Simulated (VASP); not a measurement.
Ni:

```
Ni
1.0
     0.00000    1.77010    1.77010
     1.77010    0.00000    1.77010
     1.77010    1.77010    0.00000
Ni
1
Direct
  0.00000 0.00000 0.00000
```

Base run:

* Program: VASP 6.6.1
* Functional: PBE
* Potentials or basis: VASP PAW PBE potentials, release 64 (Ni)
* Cutoff: 520 eV
* k mesh: 13 × 13 × 13
* Occupations: fermi-dirac, width 0.1 eV
* Spin: collinear spin, ferromagnetic start
* Starting moments: [1.9] μB
* Fixed moment: 1.9 μB

Its results: pressure 18.5 GPa; site moments Ni +1.78 μB.

**Question.** The run is repeated on the same cell with these changes: fixed moment from 1.9 μB to 0.48 μB; moments at the start from [1.9] to [0.48]. What comes out?

**Answer.** Pressure -3.5 GPa; site moments Ni +0.49 μB.

Caveats: the total moment is fixed, so each spin has its own Fermi level.
